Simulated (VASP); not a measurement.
Wanted: the native input for a VASP 6.6.1 run.

| Quantity | Value |
| --- | --- |
| Task | single point |
| Functional | PBE |
| Potentials or basis | VASP PAW PBE potentials, release 64 (Ba_sv, Mg) |
| Cutoff | 520 eV |
| k mesh | 6 × 6 × 4 |
| Occupations | gaussian, width 0.1 eV |
| Spin | no spin polarisation |
| Dipole correction | no |
| Further INCAR settings | ALGO = Normal; EDIFF = 1e-07; NBANDS = 18 |

The structure of Ba2Mg lies in POSCAR:

```
Ba2Mg
1.0
    6.3750254632      0.0000000000      0.0000000000
   -3.1875127316      5.5209340009      0.0000000000
    0.0000000000      0.0000000000      3.8123704866
Ba Mg
2 1
Direct
    0.3333333333      0.6666666667      0.5000000000
    0.6666666667      0.3333333333      0.5000000000
    0.0000000000      0.0000000000      0.0000000000
```

The input as run:

INCAR

```
PREC     = Accurate       # precision mode
ENCUT    = 520            # plane-wave cutoff, eV
EDIFF    = 1E-7           # SCF threshold, eV
ISMEAR   = 0              # smearing method
SIGMA    = 0.1            # smearing width, eV
LREAL    = F              # projectors in reciprocal space
LASPH    = T              # aspherical terms in the spheres
NELM     = 80             # most SCF steps
ALGO     = Normal         # electronic algorithm
ISIF     = 2              # what is computed and relaxed
LWAVE    = F              # write WAVECAR
LCHARG   = F              # write CHGCAR
GGA      = PE             # functional
NBANDS   = 18             # bands
```

KPOINTS

```
regular mesh
0
Gamma
  6 6 4
```

Potentials or basis: VASP PAW PBE potentials, release 64 (Ba_sv, Mg).

The run is started by

```bash
$ cat potpaw_PBE.64/Ba_sv/POTCAR potpaw_PBE.64/Mg/POTCAR > POTCAR
$ mpirun -np 1 vasp_std > vasp.out
```

Results of the run:

```yaml
Pressure: 0.1 GPa
Band_gap_on_the_k_mesh: zero (bands 11 and 12 overlap by 0.54 eV)
```

Caveat: the k points lie up to 0.41 Å⁻¹ apart, too coarse for converged energies and pressures of a metal; spin-orbit coupling is left out, which moves the levels of the heavy elements.

It took 52 s on 1 thread of Intel(R) Xeon(R) Platinum 8375C CPU @ 2.90GHz (Ice Lake) (shared host), peak memory 0.26 GiB.
